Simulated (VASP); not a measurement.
Runs of VASP 6.6.1 on Ta. The structure is that of space group Im-3m (No. 229), or close to it. The cells are those of the table. 

```csv
cell,gap on the mesh (eV),pressure (GPa)
"a = 2.860 Å, angles 109.1, 109.9, 109.5°, 1 atom",none,3.3
"a = 2.861 Å, angles 107.5, 111.5, 109.5°, 1 atom",none,3.6
"a = 2.860 Å, angles 111.1, 107.9, 109.5°, 1 atom",none,3.4
"a = 2.861 Å, angles 107.0, 111.9, 109.5°, 1 atom",none,(a)
"a = 2.860 Å, angles 108.7, 110.3, 109.5°, 1 atom",none,3.3
"a = 2.860 Å, angles 108.3, 110.7, 109.5°, 1 atom",none,3.4
```

Alike in all rows: task single point; level PBE; potentials or basis VASP PAW PBE potentials, release 64 (Ta_pv); no spin polarisation; k mesh 20 × 20 × 20; cutoff (eV) 520; smearing gaussian 0.15 eV.

Task: Fill in the values left out.

Result: (a) 3.7.

Caveats: spin-orbit coupling is left out, which moves the levels of the heavy elements; the cell stands under pressure (at least some runs); the stress differs along the axes, from 1 to 6 GPa (at least some runs); the stress differs along the axes, from 0 to 7 GPa (at least some runs).

A k mesh can miss the band edges, and the runs leave out spin-orbit coupling on Ta.

A gap of «none» marks levels without a gap at the run's occupations.
